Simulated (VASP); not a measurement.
**Ru: single point with PBE**

Crystal: Ru.

```xyz
1
Lattice="0.0333 1.8979 1.8979 1.8979 0.0333 1.8979 1.8979 1.8979 0.0333" Properties=species:S:1:pos:R:3 pbc="T T T"
Ru    0.0000    0.0000    0.0000
```

```json
{
  "Program": "VASP 6.6.1",
  "Task": "single point",
  "Functional": "PBE",
  "Potentials or basis": "VASP PAW PBE potentials, release 64 (Ru_pv)",
  "Cutoff": "520 eV",
  "k mesh": "20 × 20 × 20",
  "Occupations": "gaussian, width 0.15 eV",
  "Spin": "no spin polarisation",
  "Dipole correction": "no",
  "Further INCAR settings": "ALGO = Normal; EDIFF = 1e-06; NBANDS = 13"
}
```

```yaml
Pressure: 13.2 GPa
Band_gap_on_the_k_mesh: zero (band 7 reaches 15.45 eV, above the bottom of band 8 at 11.82 eV)
```

Stress tensor (GPa, compression positive):
```
13.22 -4.85 -4.85
-4.85 13.22 -4.85
-4.85 -4.85 13.22
```

Levels at points of the mesh, in eV from the Fermi level:
| k point | band 4 | band 5 | band 6 | band 7 | band 8 | band 9 | band 10 | band 11 |
| --- | --- | --- | --- | --- | --- | --- | --- | --- |
| (0.00, 0.00, 0.00) | -8.03 | -2.93 | -2.55 | -2.55 | -0.13 | -0.13 | 10.51 | 15.02 |
| (0.50, 0.00, 0.00) | -6.23 | -3.04 | -2.60 | 1.14 | 1.67 | 1.95 | 10.44 | 10.56 |
| (0.50, 0.50, 0.00) | -6.58 | -6.09 | 1.72 | 2.32 | 2.35 | 3.74 | 10.51 | 13.29 |
| (0.50, 0.50, 0.50) | -6.23 | -2.74 | -2.74 | 0.75 | 1.72 | 1.72 | 9.94 | 10.52 |

Run time: 63 s on 1 thread of Intel(R) Xeon(R) Platinum 8488C (Sapphire Rapids), on a shared host, peak memory 0.23 GiB.
